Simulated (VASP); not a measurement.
# CaO (Lime) (Fm-3m) in VASP: notebook

Runs on CaO (Lime). Level: r2SCAN. Tasks: single point.

All numbers are computed with VASP 6.6.1; they aren't measurements. Logs are shortened: lines on timing, memory, paths and dates and some standing lists are left out, and cuts for length are marked.

## 1. The cell of the first run

The structure is cubic, space group Fm-3m (No. 225). The conventional cell has a = 4.795 Å, b = 4.795 Å, c = 4.795 Å, α = 90.00°, β = 90.00°, γ = 90.00°. Ca (site symmetry m-3m) has 6 O at 2.40 Å within 3.2 Å. Within 3.2 Å of O (site symmetry m-3m) lie 6 Ca at 2.40 Å.

## 2. Single point, r2SCAN

File POSCAR:

```
CaO
1.0
    0.0000000000      2.3975473904      2.3975473904
    2.3975473904      0.0000000000      2.3975473904
    2.3975473904      2.3975473904      0.0000000000
Ca O
1 1
Direct
    0.0000000000      0.0000000000      0.0000000000
    0.5000000000      0.5000000000      0.5000000000
```

File INCAR.step1:

```
SYSTEM = CaO
PREC     = Accurate       ! precision mode
ENCUT    = 520            ! plane-wave cutoff, eV
ISMEAR   = -1             ! smearing method
SIGMA    = 0.02           ! smearing width, eV
LREAL    = .FALSE.        ! projectors in reciprocal space
LASPH    = .TRUE.         ! aspherical terms in the spheres
NELM     = 80             ! most SCF steps
NBANDS   = 15             ! bands
GGA      = PE             ! functional
ALGO     = Normal         ! electronic algorithm
EDIFF    = 1E-4           ! SCF threshold, eV
LWAVE    = .TRUE.         ! write WAVECAR
LCHARG   = .FALSE.        ! write CHGCAR
```

File INCAR.step2:

```
SYSTEM = CaO
PREC     = Accurate       ! precision mode
ENCUT    = 520            ! plane-wave cutoff, eV
EDIFF    = 1E-6           ! SCF threshold, eV
ISMEAR   = -1             ! smearing method
SIGMA    = 0.02           ! smearing width, eV
LREAL    = .FALSE.        ! projectors in reciprocal space
LASPH    = .TRUE.         ! aspherical terms in the spheres
NELM     = 80             ! most SCF steps
ALGO     = Normal         ! electronic algorithm
ISIF     = 2              ! what is computed and relaxed
LWAVE    = .FALSE.        ! write WAVECAR
LCHARG   = .FALSE.        ! write CHGCAR
METAGGA  = R2SCAN         ! meta-GGA
LMIXTAU  = .TRUE.       
NBANDS   = 15             ! bands
ISTART   = 1
```

File KPOINTS:

```
regular mesh
0
G
  8 8 8
  0 0 0
```

Potentials or basis: VASP PAW PBE potentials, release 64 (Ca_sv, O).

On the command line:

```
cat potpaw_PBE.64/Ca_sv/POTCAR potpaw_PBE.64/O/POTCAR > POTCAR
cp INCAR.step1 INCAR
mpirun -np 1 vasp_std > vasp.out
cp INCAR.step2 INCAR
mpirun -np 1 vasp_std > vasp.out
```

OUTCAR:

```text
SYSTEM = CaO
   PREC = Accurate
   ENCUT = 520
   EDIFF = 1E-6
   ISMEAR = -1
   LREAL = .FALSE.
   LASPH = .TRUE.
   NELM = 80
   ISIF = 2
   METAGGA = R2SCAN
   ISTART = 1

 ion  position               nearest neighbor table
   1  0.000  0.000  0.000-   2 2.40   2 2.40   2 2.40   2 2.40   2 2.40   2 2.40
   2  0.500  0.500  0.500-   1 2.40   1 2.40   1 2.40   1 2.40   1 2.40   1 2.40

  LATTYP: Found a face centered cubic cell.
 ALAT       =     4.7950947808

  Lattice vectors:

 A1 = (   0.0000000000,   2.3975473904,   2.3975473904)
 A2 = (   2.3975473904,   0.0000000000,   2.3975473904)
 A3 = (   2.3975473904,   2.3975473904,   0.0000000000)

Analysis of symmetry for initial positions (statically):
=====================================================================
 Subroutine PRICEL returns:
 Original cell was already a primitive cell.

 Routine SETGRP: Setting up the symmetry group for a
 face centered cubic supercell.

 Subroutine GETGRP returns: Found 48 space group operations
 (whereof 48 operations were pure point group operations)
 out of a pool of 48 trial point group operations.

The static configuration has the point symmetry O_h .

Analysis of symmetry for dynamics (positions and initial velocities):
=====================================================================
 Subroutine PRICEL returns:
 Original cell was already a primitive cell.

 Routine SETGRP: Setting up the symmetry group for a
 face centered cubic supercell.

 Subroutine GETGRP returns: Found 48 space group operations
 (whereof 48 operations were pure point group operations)
 out of a pool of 48 trial point group operations.

The dynamic configuration has the point symmetry O_h .

 Subroutine INISYM returns: Found 48 space group operations
 (whereof 48 operations are pure point group operations),
 and found     1 'primitive' translations

----------------------------------------------------------------------------------------

                                     Primitive cell

  volume of cell :      27.5633

  direct lattice vectors                    reciprocal lattice vectors
     0.000000000  2.397547390  2.397547390    -0.208546451  0.208546451  0.208546451
     2.397547390  0.000000000  2.397547390     0.208546451 -0.208546451  0.208546451
     2.397547390  2.397547390  0.000000000     0.208546451  0.208546451 -0.208546451

  length of vectors
     3.390644036  3.390644036  3.390644036     0.361213049  0.361213049  0.361213049

  position of ions in fractional coordinates (direct lattice)
     0.000000000  0.000000000  0.000000000
     0.500000000  0.500000000  0.500000000

  ion indices of the primitive-cell ions
   primitive index   ion index
                 1           1
                 2           2

----------------------------------------------------------------------------------------

 KPOINTS: regular mesh

Automatic generation of k-mesh.
 Grid dimensions read from file:
 generate k-points for:    8    8    8

 Generating k-lattice:

  Cartesian coordinates                     Fractional coordinates (reciprocal lattice)
    -0.026068306  0.026068306  0.026068306     0.125000000  0.000000000  0.000000000
     0.026068306 -0.026068306  0.026068306     0.000000000  0.125000000  0.000000000
     0.026068306  0.026068306 -0.026068306     0.000000000  0.000000000  0.125000000

  Length of vectors
     0.045151631  0.045151631  0.045151631

  Shift w.r.t. Gamma in fractional coordinates (k-lattice)
     0.000000000  0.000000000  0.000000000

 Subroutine IBZKPT returns following result:
 ===========================================

 Found     29 irreducible k-points:

 Following reciprocal coordinates:
            Coordinates               Weight
  0.000000  0.000000  0.000000      1.000000
  0.125000  0.000000  0.000000      8.000000
  0.250000  0.000000  0.000000      8.000000
  0.375000  0.000000  0.000000      8.000000
  0.500000  0.000000  0.000000      4.000000
  0.125000  0.125000  0.000000      6.000000
[... 16 lines left out ...]
  0.500000  0.250000  0.125000     48.000000
 -0.375000  0.250000  0.125000     24.000000
 [... further k-points ...]
   k-points           NKPTS =     29   k-points in BZ     NKDIM =     29   number of bands    NBANDS=     15
   number of dos      NEDOS =    301   number of ions     NIONS =      2
   total plane-waves  NPLWV =  21952
   dimension x,y,z NGX =    28 NGY =   28 NGZ =   28
   dimension x,y,z NGXF=    56 NGYF=   56 NGZF=   56
   ions per type =               1   1
   NGX,Y,Z   is equivalent  to a cutoff of  13.73, 13.73, 13.73 a.u.
   NGXF,Y,Z  is equivalent  to a cutoff of  27.46, 27.46, 27.46 a.u.
 SYSTEM =  CaO
   PREC   = accura    normal or accurate (medium, high low for compatibility)
   ISTART =      1    job   : 0-new  1-cont  2-samecut
   ICHARG =      0    charge: 1-file 2-atom 10-const
   ISPIN  =      1    spin polarized calculation?
   LNONCOLLINEAR =      F non collinear calculations
   LSORBIT =      F    spin-orbit coupling
   LASPH  =      T    aspherical Exc in radial PAW
   ENCUT  =  520.0 eV  38.22 Ry    6.18 a.u.   6.30  6.30  6.30*2*pi/ulx,y,z
   NELM   =     80;   NELMIN=  2; NELMDL=  0     # of ELM steps
   EDIFF  = 0.1E-05   stopping-criterion for ELM
   LREAL  =      F    real-space projection
   EDIFFG = 0.1E-04   stopping-criterion for IOM
   NSW    =      0    number of steps for IOM
   IBRION =     -1    ionic relax: 0-MD 1-quasi-New 2-CG
   NFREE  =      0    steps in history (QN), initial steepest desc. (CG)
   ISIF   =      2    stress and relaxation
   ISYM   =      2    0-nonsym 1-usesym 2-fastsym
   POTIM  = 0.5000    time-step for ionic-motion
   TEBEG  =    0.0;   TEEND  =   0.0 temperature during run
   PSTRESS=    0.0 pullay stress
   NELECT =      16.0000    total number of electrons
   NUPDOWN=      -1.0000    fix difference up-down
   EMIN   =  10.00;   EMAX   =-10.00  energy-range for DOS
   EFERMI =   0.00;   METHOD = LEGACY
   ISMEAR =    -1;   SIGMA  =   0.02  broadening in eV -4-tet -1-fermi 0-gaus
   EFERMI_NEDOS =   21; number of points for ismear=-14 and -15
   IALGO  =     38    algorithm
   IMIX   =      4    mixing-type and parameters
     AMIX     =   0.40;   BMIX     =  1.00
     AMIX_MAG =   1.60;   BMIX_MAG =  1.00
  volume/ion in A,a.u.               =      13.78        93.00
  Fermi-wavevector in a.u.,A,eV,Ry     =   1.365644  2.580694 25.374656  1.864985
  Thomas-Fermi vector in A             =   2.491855
   LORBIT       =      0    0 simple, 1 ext, 2 COOP (PROOUT), +10 PAW based schemes
   METAGGA = R2SCAN    functional components
   LHFCALC =     F    Hartree Fock is set to
   AEXX    =    0.0000 exact exchange contribution
   IVDW    =     0    specifies the selected vdW correction
   LEPSILON=     F    determine dielectric tensor
   LRPA    =     F    only Hartree local field effects (RPA)
 non-spin polarized calculation
  energy-cutoff  :      520.00
  volume of cell :       27.56
 maximum number of plane-waves:       754
 NGX is ok and might be reduce to    28
   NGX = 13   NGY = 13   NGZ = 13

 number of electron      15.9999997 magnetization

 Free energy of the ion-electron system (eV)
  ---------------------------------------------------
  ext. energy  EPLUGINS =         0.00000000
  ---------------------------------------------------
  free energy    TOTEN  =       -19.45304702 eV

  energy without entropy =      -19.45304702  energy(sigma->0) =      -19.45304702

 E-fermi :   2.6014     XC(G=0): -11.1120

 val. band max:        2.0547911423   @ k =   0.0000   0.0000   0.0000
 cond. band min:       6.2418570007   @ k =   0.5000   0.5000   0.0000
 fundamental gap:      4.1870658584
 Fermi energy:         2.6014373196

 k-point     1 :       0.0000    0.0000    0.0000
  band No.  band energies     occupation
      1     -36.9711      2.00000
      2     -16.8579      2.00000
      3     -16.8579      2.00000
      4     -16.8579      2.00000
      5     -14.4322      2.00000
      6       2.0548      2.00000
      7       2.0548      2.00000
      8       2.0548      2.00000
      9       7.5434      0.00000
     10       8.9256      0.00000
     11       8.9257      0.00000
     12       8.9257      0.00000
     13      10.5337      0.00000
     14      10.5337      0.00000
     15      17.8744      0.00000

 k-point     2 :       0.1250    0.0000    0.0000
  band No.  band energies     occupation
      1     -36.9559      2.00000
      2     -17.1072      2.00000
      3     -16.8656      2.00000
      4     -16.8656      2.00000
      5     -14.1742      2.00000
      6       1.5385      2.00000
      7       1.8448      2.00000
      8       1.8448      2.00000
      9       8.2246      0.00000
     10       8.8816      0.00000
     11       9.1989      0.00000
     12       9.1990      0.00000
     13      10.9111      0.00000
     14      10.9111      0.00000
     15      18.4826      0.00000

 k-point     3 :       0.2500    0.0000    0.0000
  band No.  band energies     occupation
      1     -36.9190      2.00000
      2     -17.5806      2.00000
      3     -16.8839      2.00000
      4     -16.8838      2.00000
      5     -13.6778      2.00000
      6       0.5454      2.00000
      7       1.3917      2.00000
      8       1.3917      2.00000
      9       8.9565      0.00000
     10       9.7041      0.00000
     11       9.9176      0.00000
     12       9.9176      0.00000
     13      11.8235      0.00000
     14      11.8235      0.00000
     15      18.8858      0.00000
[... 343 lines left out ...]
 k-point    23 :       0.5000    0.2500    0.1250
  band No.  band energies     occupation
      1     -36.8626      2.00000
      2     -17.7788      2.00000
      3     -17.0843      2.00000
      4     -16.9580      2.00000
      5     -13.4896      2.00000
      6       0.0671      2.00000
      7       0.9796      2.00000
      8       1.2204      2.00000
      9       8.5544      0.00000
     10      10.2764      0.00000
     11      11.2480      0.00000
     12      11.3951      0.00000
     13      12.7909      0.00000
     14      14.0464      0.00000
     15      17.9212      0.00000

 k-point    24 :      -0.3750    0.2500    0.1250
  band No.  band energies     occupation
      1     -36.8503      2.00000
      2     -17.8438      2.00000
      3     -17.0986      2.00000
      4     -16.9846      2.00000
      5     -13.4325      2.00000
      6       0.0190      2.00000
      7       0.9297      2.00000
      8       0.9925      2.00000
      9       9.4642      0.00000
     10       9.5530      0.00000
     11      11.5493      0.00000
     12      11.7815      0.00000
     13      13.0886      0.00000
     14      14.8587      0.00000
     15      17.0271      0.00000

 [... further k-points ...]
[... 5 lines left out ...]
  --------------------------------------------------------------------------------------
  -------------------------------------------------------------------------------------
  Total        0.1781129      0.1781129      0.1781129      0.0000000      0.0000000      0.0000000
  in kB       10.3531940     10.3531940     10.3531940      0.0000000      0.0000000      0.0000000
  external PRESSURE =      10.3531940 kB  Pullay stress =       0.0000000 kB

 VOLUME and BASIS-vectors are now :
 -----------------------------------------------------------------------------
  energy-cutoff  :      520.00
  volume of cell :       27.56
      direct lattice vectors                 reciprocal lattice vectors
     0.000000000  2.397547390  2.397547390    -0.208546451  0.208546451  0.208546451
     2.397547390  0.000000000  2.397547390     0.208546451 -0.208546451  0.208546451
     2.397547390  2.397547390  0.000000000     0.208546451  0.208546451 -0.208546451

 POSITION                                       TOTAL-FORCE (eV/Angst)
 -----------------------------------------------------------------------------------
      0.00000      0.00000      0.00000         0.000000      0.000000      0.000000
      2.39755      2.39755      2.39755        -0.000000     -0.000000     -0.000000
 -----------------------------------------------------------------------------------
    total drift:                                0.000000      0.000000      0.000000

  FREE ENERGIE OF THE ION-ELECTRON SYSTEM (eV)
  ---------------------------------------------------
  free  energy   TOTEN  =       -19.4530470210 eV

  energy  without entropy=      -19.4530470210  energy(sigma->0) =      -19.45304702
```

Wall time 69 s (1 thread of AMD EPYC 9R45 (Zen 5), shared host); peak memory 0.13 GiB.

Results:

```yaml
Free_energy: -19.4530 eV
Pressure: 1.0 GPa
Band_gap_on_the_k_mesh: 4.19 eV, indirect (least direct gap 4.56 eV)
```

Levels at points of the mesh, in eV from the valence-band top:
```
           k point  band 6  band 7  band 8  band 9  band 10  band 11
(0.00, 0.00, 0.00)    0.00    0.00    0.00    5.49     6.87     6.87
(0.50, 0.00, 0.00)   -2.62   -1.21   -1.21    7.73     9.09     9.09
(0.50, 0.50, 0.00)   -1.29   -0.37   -0.37    4.19     8.82     9.67
```

Caveat: the PAW data sets were made with another functional, which shifts forces and pressure a little.

(Part 1 of 2 ends here.)
